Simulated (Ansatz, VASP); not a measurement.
One calculation of BeZn3Se4, two programs

```xyz
8
Lattice="-2.7972 2.7972 5.5765 2.7972 -2.7972 5.5765 2.7972 2.7972 -5.5765" Properties=species:S:1:pos:R:3 pbc="T T T"
Be    0.0000    0.0000    0.0000
Zn    0.0000    2.7972    2.7882
Zn    0.0000    0.0000    5.5765
Zn    2.7972    0.0000    2.7882
Se   -1.4941    1.4941    6.8922
Se    1.4941    1.4941    4.2608
Se    1.4941   -1.4941    6.8922
Se    1.3031    1.3031   -1.3157
```

Alike in both runs: functional PBE; k mesh 8 × 8 × 8; occupations gaussian, width 0.02 eV; no spin polarisation.

Ansatz relaxed the structure, and its values are those at the end. VASP's run is a single point on that final structure, the one shown.

|  | VASP | Ansatz |
| --- | --- | --- |
| version | VASP 6.6.1 | Ansatz 0.2.0 |
| potentials or method | VASP PAW PBE potentials, release 64 (Be, Zn, Se), cutoff 520 eV | scalar-relativistic, plane waves, PAW |
| valence electrons in the cell | 62 | 102 |

Ansatz gave:

```
gap on the k mesh at the Fermi level (eV) : 1.74
least direct gap on the mesh (eV)         : 1.74
pressure (GPa)                            : 0.0
rms of the force components (eV/Å)        : 0.002
```

Which values does VASP return?

gap on the k mesh at the Fermi level (eV): 1.75; least direct gap on the mesh (eV): 1.75; pressure (GPa): 0.2; rms of the force components (eV/Å): 0.005.

VASP's potentials hold 62 valence electrons a cell and Ansatz's 102, so a difference there can come from the potentials and not from the codes.
